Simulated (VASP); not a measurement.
# BP (Pmma) in VASP: a series of runs, part 2 of 2

VASP 6.6.1. The steps go on from the part before.

### 4 Single point, PBE

This run uses another cell than the first one, of 8.84 Å³/atom, 0.870 times its volume.

INCAR

```
SYSTEM = BP
PREC     = Accurate       ! precision mode
ENCUT    = 520            ! plane-wave cutoff, eV
EDIFF    = 1E-7           ! SCF threshold, eV
ISMEAR   = 0              ! smearing method
SIGMA    = 0.1            ! smearing width, eV
LREAL    = .FALSE.        ! projectors in reciprocal space
LASPH    = .TRUE.         ! aspherical terms in the spheres
NELM     = 100            ! most SCF steps
ALGO     = Normal         ! electronic algorithm
ISIF     = 2              ! what is computed and relaxed
LWAVE    = .FALSE.        ! write WAVECAR
LCHARG   = .FALSE.        ! write CHGCAR
GGA      = PE             ! functional
NBANDS   = 26             ! bands
```

KPOINTS

```
Automatic mesh
0
G
  4 6 6
  0 0 0
```

POSCAR

```
BP
1.0
    6.1311242200      0.0000000000      0.0000000000
    0.0000000000      3.4909820300      0.0000000000
    0.0000000000      0.0000000000      3.3054867500
B P
4 4
Direct
    0.7500000000      0.0000000000      0.3554073800
    0.0000000000      0.5000000000      0.0000000000
    0.2500000000      0.0000000000      0.6445926200
    0.5000000000      0.5000000000      0.0000000000
    0.7500000000      0.5000000000      0.6445926200
    0.0000000000      0.0000000000      0.0000000000
    0.2500000000      0.5000000000      0.3554073800
    0.5000000000      0.0000000000      0.0000000000
```

Potentials or basis: VASP PAW PBE potentials, release 64 (B, P).

Launch:

```sh
$ cat potpaw_PBE.64/B/POTCAR potpaw_PBE.64/P/POTCAR > POTCAR
$ mpirun -np 1 vasp_std > vasp.out
```

OUTCAR:

```text
SYSTEM = BP
   PREC = Accurate
   ENCUT = 520
   EDIFF = 1E-7
   ISMEAR = 0
   LREAL = .FALSE.
   LASPH = .TRUE.
   NELM = 100
   ISIF = 2
   GGA = PE

 ion  position               nearest neighbor table
   1  0.750  0.000  0.355-   6 1.93   8 1.93   5 1.99   5 1.99
   2  0.000  0.500  0.000-   6 1.75   6 1.75   7 1.93   5 1.93
   3  0.250  0.000  0.645-   6 1.93   8 1.93   7 1.99   7 1.99
   4  0.500  0.500  0.000-   8 1.75   8 1.75   5 1.93   7 1.93
   5  0.750  0.500  0.645-   2 1.93   4 1.93   1 1.99   1 1.99   8 2.60   6 2.60   6 2.60   8 2.60

   6  0.000  0.000  0.000-   2 1.75   2 1.75   3 1.93   1 1.93   7 2.60   5 2.60   5 2.60   7 2.60

   7  0.250  0.500  0.355-   2 1.93   4 1.93   3 1.99   3 1.99   8 2.60   6 2.60   6 2.60   8 2.60

   8  0.500  0.000  0.000-   4 1.75   4 1.75   1 1.93   3 1.93   7 2.60   5 2.60   5 2.60   7 2.60

  LATTYP: Found a simple orthorhombic cell.
 ALAT       =     3.3054867500
 B/A-ratio  =     1.0561173873
 C/A-ratio  =     1.8548324903

  Lattice vectors:

 A1 = (   0.0000000000,   0.0000000000,  -3.3054867500)
 A2 = (   0.0000000000,   3.4909820300,   0.0000000000)
 A3 = (   6.1311242200,   0.0000000000,   0.0000000000)

Analysis of symmetry for initial positions (statically):
=====================================================================
 Subroutine PRICEL returns:
 Original cell was already a primitive cell.

 Routine SETGRP: Setting up the symmetry group for a
 simple orthorhombic supercell.

 Subroutine GETGRP returns: Found  8 space group operations
 (whereof  4 operations were pure point group operations)
 out of a pool of  8 trial point group operations.

The static configuration has the point symmetry C_2h.
 The point group associated with its full space group is D_2h.

Analysis of symmetry for dynamics (positions and initial velocities):
=====================================================================
 Subroutine PRICEL returns:
 Original cell was already a primitive cell.

 Routine SETGRP: Setting up the symmetry group for a
[... 140 lines left out ...]
  volume/ion in A,a.u.               =       8.84        59.68
  Fermi-wavevector in a.u.,A,eV,Ry     =   1.256658  2.374739 21.486176  1.579189
  Thomas-Fermi vector in A             =   2.390355
   LORBIT       =      0    0 simple, 1 ext, 2 COOP (PROOUT), +10 PAW based schemes
   GGA     = PE    functional components
   LHFCALC =     F    Hartree Fock is set to
   AEXX    =    0.0000 exact exchange contribution
   IVDW    =     0    specifies the selected vdW correction
   LEPSILON=     F    determine dielectric tensor
   LRPA    =     F    only Hartree local field effects (RPA)
 non-spin polarized calculation
 Gauss-broadening in eV      SIGMA  =   0.10
  energy-cutoff  :      520.00
  volume of cell :       70.75
 maximum number of plane-waves:      1926
 NGX is ok and might be reduce to    48
   NGX = 23   NGY = 13   NGZ = 13

 number of electron      31.9999996 magnetization

 Free energy of the ion-electron system (eV)
  ---------------------------------------------------
  ext. energy  EPLUGINS =         0.00000000
  ---------------------------------------------------
  free energy    TOTEN  =       -39.04689877 eV

  energy without entropy =      -39.03715102  energy(sigma->0) =      -39.04202490

 E-fermi :  11.5999     XC(G=0): -12.4153

 val. band max:       11.5876691895   @ k =   0.0000   0.0000   0.1667
 cond. band min:      11.6094589511   @ k =   0.0000   0.0000   0.5000
 fundamental gap:      0.0217897617
 Fermi energy:        11.5998654801

 k-point     1 :       0.0000    0.0000    0.0000
  band No.  band energies     occupation
      1      -7.1515      2.00000
      2      -3.8772      2.00000
      3      -3.5779      2.00000
      4       2.1058      2.00000
      5       3.3803      2.00000
      6       4.0186      2.00000
[... 685 lines left out ...]
     25      18.8209      0.00000
     26      18.8240      0.00000

 [... further k-points ...]
[... 5 lines left out ...]
  --------------------------------------------------------------------------------------
  -------------------------------------------------------------------------------------
  Total       13.9479002     40.6755675     11.7548655      0.0000000      0.0000000     -0.0000000
  in kB      315.8611871    921.1302694    266.1981890      0.0000000      0.0000000     -0.0000000
  external PRESSURE =     501.0632152 kB  Pullay stress =       0.0000000 kB

 VOLUME and BASIS-vectors are now :
 -----------------------------------------------------------------------------
  energy-cutoff  :      520.00
  volume of cell :       70.75
      direct lattice vectors                 reciprocal lattice vectors
     6.131124220  0.000000000  0.000000000     0.163102225  0.000000000  0.000000000
     0.000000000  3.490982030  0.000000000     0.000000000  0.286452348  0.000000000
     0.000000000  0.000000000  3.305486750     0.000000000  0.000000000  0.302527306

 POSITION                                       TOTAL-FORCE (eV/Angst)
 -----------------------------------------------------------------------------------
      4.59834      0.00000      1.17479         0.000000     -0.000000      2.263427
      0.00000      1.74549      0.00000        -0.000000      0.000000     -0.000000
      1.53278      0.00000      2.13069        -0.000000      0.000000     -2.263427
      3.06556      1.74549      0.00000        -0.000000      0.000000     -0.000000
      4.59834      1.74549      2.13069        -0.000000      0.000000     -2.221769
      0.00000      0.00000      0.00000        -0.000000      0.000000     -0.000000
      1.53278      1.74549      1.17479        -0.000000     -0.000000      2.221769
      3.06556      0.00000      0.00000        -0.000000      0.000000     -0.000000
 -----------------------------------------------------------------------------------
    total drift:                               -0.000000     -0.000000      0.000000

  FREE ENERGIE OF THE ION-ELECTRON SYSTEM (eV)
  ---------------------------------------------------
  free  energy   TOTEN  =       -39.0468987710 eV

  energy  without entropy=      -39.0371510213  energy(sigma->0) =      -39.04202490
```

Run time: 77 s. Hardware: 1 thread of Intel Xeon 6975P-C (Granite Rapids), shared host; peak memory 0.21 GiB.

Results:

```yaml
Free_energy: -39.0469 eV
Pressure: 50.1 GPa
Largest_force: 2.263 eV/Å
Band_gap_on_the_k_mesh: zero (band 16 reaches 12.18 eV, above the bottom of band 17 at 10.66 eV)
```

Forces on the atoms (eV/Å):
```
B    0.000  0.000  2.263
B    0.000  0.000  0.000
B    0.000  0.000 -2.263
B    0.000  0.000  0.000
P    0.000  0.000 -2.222
P    0.000  0.000  0.000
P    0.000  0.000  2.222
P    0.000  0.000  0.000
```

Caveat: forces of over 1 eV/Å act on the atoms, so gaps and moduli don't describe the material at rest.

### 5 Summary

```csv
task,cell,k mesh,cutoff (eV),gap on the mesh (eV),pressure (GPa),largest force (eV/Å)
single point,"a = 6.068, b = 4.332, c = 3.095 Å, 8 atoms",6 × 10 × 12,520,none,-0.2,0.01
relaxation of cell and atoms,"relaxed from a = 6.231, b = 4.179, c = 3.155 Å, 8 atoms",6 × 10 × 12,600,none,0.0,-
single point,"a = 6.131, b = 3.491, c = 3.305 Å, 8 atoms",4 × 6 × 6,520,none,50.1,2.26
```

Alike in all rows: level PBE; potentials or basis VASP PAW PBE potentials, release 64 (B, P); no spin polarisation; smearing gaussian 0.1 eV.

Caveats: forces of over 1 eV/Å act on the atoms, so gaps and moduli don't describe the material at rest (some runs).

Total energies depend on the potentials used, so only differences within one code and one set of settings carry meaning.
